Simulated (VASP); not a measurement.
# FeRu (P-6m2) in VASP: further runs

Runs on FeRu. Level: LDA. Tasks: single point.

Everything below comes from runs of VASP 6.6.1. Logs are shortened: lines on timing, memory, paths and dates and some standing lists are left out, and cuts for length are marked.

### 1 The cell of the first run

The structure is hexagonal, space group P-6m2 (No. 187). Conventional cell: a = 2.589 Å, b = 2.589 Å, c = 3.987 Å, α = 90.00°, β = 90.00°, γ = 120.00°. Fe (site symmetry -6m2) has 6 Ru at 2.49 Å and 6 Fe at 2.59 Å within 3.3 Å. Ru (site symmetry -6m2) has 6 Fe at 2.49 Å and 6 Ru at 2.59 Å within 3.3 Å.

### 2 Single point, LDA (11.57 Å³/atom)

File INCAR:

```
PREC = Accurate
ENCUT = 520
EDIFF = 1E-6
ISMEAR = -1
SIGMA = 0.05
LREAL = False
LASPH = True
NELM = 80
ALGO = Normal
ISIF = 2
LWAVE = False
LCHARG = False
NBANDS = 18
```

File KPOINTS:

```
regular mesh
0
Gamma
  12 12 7
```

File POSCAR:

```
FeRu
1.0
    2.5888515596      0.0000000000      0.0000000000
   -1.2944257798      2.2420112172      0.0000000000
    0.0000000000      0.0000000000      3.9871378285
Fe Ru
1 1
Direct
    0.0000000000      0.0000000000      0.5000000000
    0.6666666667      0.3333333333      0.0000000000
```

Potentials or basis: VASP PAW LDA potentials, release 64 (Fe, Ru_pv).

The run is started by

```console
> cat potpaw_LDA.64/Fe/POTCAR potpaw_LDA.64/Ru_pv/POTCAR > POTCAR
> mpirun -np 1 vasp_std > vasp.out
```

OUTCAR:

```text
PREC = Accurate
   ENCUT = 520
   EDIFF = 1E-6
   ISMEAR = -1
   LREAL = False
   LASPH = True
   NELM = 80
   ISIF = 2

 ion  position               nearest neighbor table
   1  0.000  0.000  0.500-   2 2.49   2 2.49   2 2.49   2 2.49   2 2.49   2 2.49
   2  0.667  0.333  0.000-   1 2.49   1 2.49   1 2.49   1 2.49   1 2.49   1 2.49

  LATTYP: Found a hexagonal cell.
 ALAT       =     2.5888515596
 C/A-ratio  =     1.5401183640

  Lattice vectors:

 A1 = (   2.5888515596,   0.0000000000,   0.0000000000)
 A2 = (  -1.2944257798,   2.2420112172,   0.0000000000)
 A3 = (   0.0000000000,   0.0000000000,   3.9871378285)

Analysis of symmetry for initial positions (statically):
=====================================================================
 Subroutine PRICEL returns:
 Original cell was already a primitive cell.

 Routine SETGRP: Setting up the symmetry group for a
 hexagonal supercell.

 Subroutine GETGRP returns: Found 12 space group operations
 (whereof 12 operations were pure point group operations)
 out of a pool of 24 trial point group operations.

The static configuration has the point symmetry D_3h.

Analysis of symmetry for dynamics (positions and initial velocities):
=====================================================================
 Subroutine PRICEL returns:
 Original cell was already a primitive cell.

 Routine SETGRP: Setting up the symmetry group for a
 hexagonal supercell.

 Subroutine GETGRP returns: Found 12 space group operations
 (whereof 12 operations were pure point group operations)
 out of a pool of 24 trial point group operations.

The dynamic configuration has the point symmetry D_3h.

 Subroutine INISYM returns: Found 12 space group operations
 (whereof 12 operations are pure point group operations),
 and found     1 'primitive' translations

----------------------------------------------------------------------------------------

                                     Primitive cell

  volume of cell :      23.1423

  direct lattice vectors                    reciprocal lattice vectors
     2.588851560  0.000000000  0.000000000     0.386271664  0.223014049  0.000000000
    -1.294425780  2.242011217  0.000000000     0.000000000  0.446028098  0.000000000
     0.000000000  0.000000000  3.987137828     0.000000000  0.000000000  0.250806479

[... 66 lines left out ...]
   number of dos      NEDOS =    301   number of ions     NIONS =      2
   total plane-waves  NPLWV =  12000
   dimension x,y,z NGX =    20 NGY =   20 NGZ =   30
   dimension x,y,z NGXF=    40 NGYF=   40 NGZF=   60
   ions per type =               1   1
   NGX,Y,Z   is equivalent  to a cutoff of  12.84, 12.84, 12.51 a.u.
   NGXF,Y,Z  is equivalent  to a cutoff of  25.69, 25.69, 25.02 a.u.
 SYSTEM =  unknown system
   PREC   = accura    normal or accurate (medium, high low for compatibility)
   ISTART =      0    job   : 0-new  1-cont  2-samecut
   ICHARG =      2    charge: 1-file 2-atom 10-const
   ISPIN  =      1    spin polarized calculation?
   LNONCOLLINEAR =      F non collinear calculations
   LSORBIT =      F    spin-orbit coupling
   LASPH  =      T    aspherical Exc in radial PAW
   ENCUT  =  520.0 eV  38.22 Ry    6.18 a.u.   4.81  4.81  7.41*2*pi/ulx,y,z
   NELM   =     80;   NELMIN=  2; NELMDL= -5     # of ELM steps
   EDIFF  = 0.1E-05   stopping-criterion for ELM
   LREAL  =      F    real-space projection
[... 7 lines left out ...]
   TEBEG  =    0.0;   TEEND  =   0.0 temperature during run
   PSTRESS=    0.0 pullay stress
   NELECT =      22.0000    total number of electrons
   NUPDOWN=      -1.0000    fix difference up-down
   EMIN   =  10.00;   EMAX   =-10.00  energy-range for DOS
   EFERMI =   0.00;   METHOD = LEGACY
   ISMEAR =    -1;   SIGMA  =   0.05  broadening in eV -4-tet -1-fermi 0-gaus
   EFERMI_NEDOS =   21; number of points for ismear=-14 and -15
   IALGO  =     38    algorithm
   IMIX   =      4    mixing-type and parameters
     AMIX     =   0.40;   BMIX     =  1.00
     AMIX_MAG =   1.60;   BMIX_MAG =  1.00
  volume/ion in A,a.u.               =      11.57        78.09
  Fermi-wavevector in a.u.,A,eV,Ry     =   1.609708  3.041906 35.254853  2.591159
  Thomas-Fermi vector in A             =   2.705375
   LORBIT       =      0    0 simple, 1 ext, 2 COOP (PROOUT), +10 PAW based schemes
   GGA     = CA    functional components
   LHFCALC =     F    Hartree Fock is set to
   AEXX    =    0.0000 exact exchange contribution
   IVDW    =     0    specifies the selected vdW correction
   LEPSILON=     F    determine dielectric tensor
   LRPA    =     F    only Hartree local field effects (RPA)
 non-spin polarized calculation
  energy-cutoff  :      520.00
  volume of cell :       23.14
 maximum number of plane-waves:       640
 NGX is ok and might be reduce to    20
   NGX =  9   NGY =  9   NGZ = 15

 number of electron      22.0000005 magnetization

 Free energy of the ion-electron system (eV)
  ---------------------------------------------------
  ext. energy  EPLUGINS =         0.00000000
  ---------------------------------------------------
  free energy    TOTEN  =       -19.92940962 eV

  energy without entropy =      -19.91239226  energy(sigma->0) =      -19.92090094

 E-fermi :  10.5900     XC(G=0): -14.3939

 val. band max:       10.5890655245   @ k =   0.1667   0.0833   0.2857
 cond. band min:      10.5963191216   @ k =   0.3333   0.0833   0.2857
 fundamental gap:      0.0072535971
 Fermi energy:        10.5899698638

 k-point     1 :       0.0000    0.0000    0.0000
  band No.  band energies     occupation
      1     -32.3971      2.00000
      2     -31.7828      2.00000
      3     -31.7828      2.00000
      4       2.0422      2.00000
      5       4.4743      2.00000
      6       7.9641      2.00000
[... 481 lines left out ...]
      5       5.3700      2.00000
      6       6.2283      2.00000
[... 10 lines left out ...]
     17      21.4166      0.00000
     18      23.1977      0.00000

 [... further k-points ...]
[... 5 lines left out ...]
  --------------------------------------------------------------------------------------
  -------------------------------------------------------------------------------------
  Total       -0.2791906     -0.2791906     -0.1135976      0.0000000     -0.0000000     -0.0000000
  in kB      -19.3288109    -19.3288109     -7.8645437      0.0000000     -0.0000000     -0.0000000
  external PRESSURE =     -15.5073885 kB  Pullay stress =       0.0000000 kB

 VOLUME and BASIS-vectors are now :
 -----------------------------------------------------------------------------
  energy-cutoff  :      520.00
  volume of cell :       23.14
      direct lattice vectors                 reciprocal lattice vectors
     2.588851560  0.000000000  0.000000000     0.386271664  0.223014049  0.000000000
    -1.294425780  2.242011217  0.000000000     0.000000000  0.446028098  0.000000000
     0.000000000  0.000000000  3.987137828     0.000000000  0.000000000  0.250806479

 POSITION                                       TOTAL-FORCE (eV/Angst)
 -----------------------------------------------------------------------------------
      0.00000      0.00000      1.99357         0.000000      0.000000      0.000000
      1.29443      0.74734      0.00000        -0.000000     -0.000000      0.000000
 -----------------------------------------------------------------------------------
    total drift:                               -0.000000      0.000000      0.000000

  FREE ENERGIE OF THE ION-ELECTRON SYSTEM (eV)
  ---------------------------------------------------
  free  energy   TOTEN  =       -19.9294096182 eV

  energy  without entropy=      -19.9123922634  energy(sigma->0) =      -19.92090094
```

Wall time 55 s (1 thread of Intel Xeon 8259CL, shared host); peak memory 0.15 GiB.

Results:

- Free energy: -19.9294 eV
- Pressure: -1.6 GPa
- Band gap on the k mesh: zero (bands 11 and 12 overlap by 2.06 eV)

Levels at points of the mesh, in eV from the Fermi level:
| k point | band 8 | band 9 | band 10 | band 11 | band 12 | band 13 | band 14 | band 15 |
| --- | --- | --- | --- | --- | --- | --- | --- | --- |
| (0.00, 0.00, 0.00) | -1.66 | -1.26 | -1.26 | -1.23 | -1.23 | 1.11 | 1.11 | 1.34 |
| (0.50, 0.00, 0.00) | -2.04 | -1.54 | -1.07 | 0.59 | 1.62 | 2.25 | 3.15 | 6.15 |

Caveat: an empty level that is flat over the whole mesh can mark a ghost state of the potentials, or a narrow d or f band; the run has no spin polarisation, though such a crystal can be magnetic.

(Part 1 of 2 ends here.)
